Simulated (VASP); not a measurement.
Set up this calculation in VASP 6.6.1, as the native input.

| Property | Result |
| --- | --- |
| Task | relaxation of cell and atoms |
| Functional | r2SCAN |
| Potentials or basis | VASP PAW PBE potentials, release 64 (Ca_sv) |
| Cutoff | 600 eV |
| k mesh | 12 × 12 × 12 |
| Occupations | methfessel-paxton, width 0.001 eV |
| Spin | no spin polarisation |
| Dipole correction | no |
| Further INCAR settings | ALGO = Normal; EDIFF = 1e-06; IBRION = 2; EDIFFG = -0.05; NSW = 100; ISIF = 3 |

Ca:

```
Ca
1.0
     0.00000    2.79420    2.79420
     2.79420    0.00000    2.79420
     2.79420    2.79420    0.00000
Ca
1
Direct
  0.00000 0.00000 0.00000
```

The input as run:

POSCAR

```
Ca
1.0
    0.0000000000      2.7942000000      2.7942000000
    2.7942000000      0.0000000000      2.7942000000
    2.7942000000      2.7942000000      0.0000000000
Ca
1
Direct
    0.0000000000      0.0000000000      0.0000000000
```

INCAR.step1

```
SYSTEM = Ca
PREC     = Accurate       ! precision mode
ENCUT    = 600            ! plane-wave cutoff, eV
ISMEAR   = 1              ! smearing method
SIGMA    = 0.001          ! smearing width, eV
LREAL    = .FALSE.        ! projectors in reciprocal space
LASPH    = .TRUE.         ! aspherical terms in the spheres
NELM     = 60             ! most SCF steps
GGA      = PE             ! functional
ALGO     = Normal         ! electronic algorithm
EDIFF    = 1E-4           ! SCF threshold, eV
LWAVE    = .TRUE.         ! write WAVECAR
LCHARG   = .FALSE.        ! write CHGCAR
```

INCAR.step2

```
SYSTEM = Ca
PREC     = Accurate       ! precision mode
ENCUT    = 600            ! plane-wave cutoff, eV
EDIFF    = 1E-6           ! SCF threshold, eV
ISMEAR   = 1              ! smearing method
SIGMA    = 0.001          ! smearing width, eV
LREAL    = .FALSE.        ! projectors in reciprocal space
LASPH    = .TRUE.         ! aspherical terms in the spheres
NELM     = 60             ! most SCF steps
ALGO     = Normal         ! electronic algorithm
ISIF     = 3              ! what is computed and relaxed
LWAVE    = .FALSE.        ! write WAVECAR
LCHARG   = .FALSE.        ! write CHGCAR
METAGGA  = R2SCAN         ! meta-GGA
LMIXTAU  = .TRUE.       
IBRION   = 2              ! ionic algorithm
NSW      = 100            ! ionic steps
EDIFFG   = -0.05          ! ionic threshold
ISTART   = 1
```

KPOINTS

```
regular mesh
0
G
  12 12 12
  0 0 0
```

Potentials or basis: VASP PAW PBE potentials, release 64 (Ca_sv).

Command:

```bash
$ cat potpaw_PBE.64/Ca_sv/POTCAR > POTCAR
$ cp INCAR.step1 INCAR
$ mpirun -np 1 vasp_std > vasp.out
$ cp INCAR.step2 INCAR
$ mpirun -np 1 vasp_std > vasp.out
```

Results of the run:

```json
{"Pressure after relaxing": "-0.1 GPa", "Band gap on the k mesh": "zero (band 5 reaches 2.14 eV, above the bottom of band 6 at 1.56 eV)"}
```

Caveat: the relaxation stopped at its first step, so nothing moved; the PAW data sets were made with another functional, which shifts forces and pressure a little.

Wall time 2.9 min on 1 thread of AMD EPYC 7R13, on a shared host, peak memory 0.18 GiB.
